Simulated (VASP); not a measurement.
A run of VASP 6.6.1:

Contents of INCAR:

```
ALGO = Normal
DIPOL = 0.5 0.5 0.346
EDIFF = 1E-6
ENCUT = 520
GGA = PE
IDIPOL = 3
ISIF = 2
ISMEAR = 0
LASPH = T
LCHARG = T
LDIPOL = T
LELF = T
LREAL = F
LVACPOTAV = T
LVHAR = T
LWAVE = F
NBANDS = 54
NELM = 100
PREC = Accurate
SIGMA = 0.1
```

File KPOINTS:

```
k-points
0
Gamma
  10 6 1
```

Contents of POSCAR:

```
Ru6N
1.0
    2.7197977462      0.0000000000      0.0000000000
    0.0000000000      4.2966597640      0.0000000000
    0.0000000000      0.0000000000     20.8383397414
Ru N
6 1
Direct
    0.0000000000      0.7500000000      0.1919538720
    0.5000000000      0.2500000000      0.2296314409
    0.5000000000      0.7500000000      0.3049865786
    0.0000000000      0.2500000000      0.3407382302
    0.0000000000      0.7500000000      0.4168575075
    0.5000000000      0.2500000000      0.4481326179
    0.6666666667      0.6500000000      0.4908623414
```

Potentials or basis: VASP PAW PBE potentials, release 64 (Ru_pv, N).

The run is started by

```console
$ cat potpaw_PBE.64/Ru_pv/POTCAR potpaw_PBE.64/N/POTCAR > POTCAR
$ mpirun -np 1 vasp_std > vasp.out
```

Hardware: 1 thread of AMD EPYC 7R13 Processor (Zen 3), with other jobs on the host.

**Question.** Estimate the wall time of this run.

**Answer.** Wall time 13 min on 1 thread of AMD EPYC 7R13 Processor (Zen 3), with other jobs on the host, peak memory 0.47 GiB. Counts: scf iterations 33, k points 32.
